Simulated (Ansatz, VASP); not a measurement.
**PbSe in VASP and in Ansatz**

INCAR

```
SYSTEM = PbSe
ALGO = Normal
EDIFF = 1E-6
ENCUT = 520
GGA = PE
ISIF = 2
ISMEAR = 0
IVDW = 12
LASPH = .True.
LCHARG = .False.
LREAL = .False.
LWAVE = .False.
NBANDS = 17
NELM = 100
PREC = Accurate
SIGMA = 0.03
```

KPOINTS

```
k-points
0
Gamma
  10 10 10
  0 0 0
```

The input POSCAR:

```
PbSe
1.0
    0.0000000000      3.1453577434      3.1963125388
    3.1453577434      0.0000000000      3.1963125388
    3.1453577434      3.1453577434      0.0000000000
Pb Se
1 1
Direct
    0.0000000000      0.0000000000      0.0000000000
    0.5000000000      0.5000000000      0.5000000000
```

Input for Ansatz:

```yaml
crystal:
  lattice:
    - [0.0, 3.1453577434, 3.1963125388]
    - [3.1453577434, 0.0, 3.1963125388]
    - [3.1453577434, 3.1453577434, 0.0]
  atoms:
    - { symbol: Pb, position: [0.0, 0.0, 0.0] }
    - { symbol: Se, position: [0.5, 0.5, 0.5] }
basis:
  ecutwfc: 420
kpoints:
  mp_grid: { grid: [10, 10, 10] }
hamiltonian:
  xc: pbe
  dispersion: d3bj
scf:
  occupations: { method: gaussian, width: 0.03 }
output:
  forces: true
  stress: true
  eigenvalues: true
  write_density: true
  write_potential: true
  elf: true
  volumetric_format: npy
```

Alike in both runs: task single point; functional PBE; dispersion D3(BJ); k mesh 10 × 10 × 10; occupations gaussian, width 0.03 eV; no spin polarisation.

|  | VASP | Ansatz |
| --- | --- | --- |
| version | VASP 6.6.1 | Ansatz 0.2.0 |
| potentials or method | VASP PAW PBE potentials, release 64 (Pb_d, Se), cutoff 520 eV | scalar-relativistic, plane waves, PAW |
| valence electrons in the cell | 20 | 30 |

VASP gave:

* gap on the k mesh at the Fermi level (eV): 0.57
* least direct gap on the mesh (eV): 0.57
* pressure (GPa): -2.6
* traceless stress, the component that is largest in VASP (GPa): -0.83

Question: Which values does Ansatz return?

Answer: gap on the k mesh at the Fermi level (eV): 0.56; least direct gap on the mesh (eV): 0.56; pressure (GPa): -2.6; traceless stress, the component that is largest in VASP (GPa): -0.83.

VASP's potentials hold 20 valence electrons a cell and Ansatz's 30, so a difference there can come from the potentials and not from the codes. Ansatz's warnings: dispersion switch in reach.

Spin-orbit coupling is off throughout.
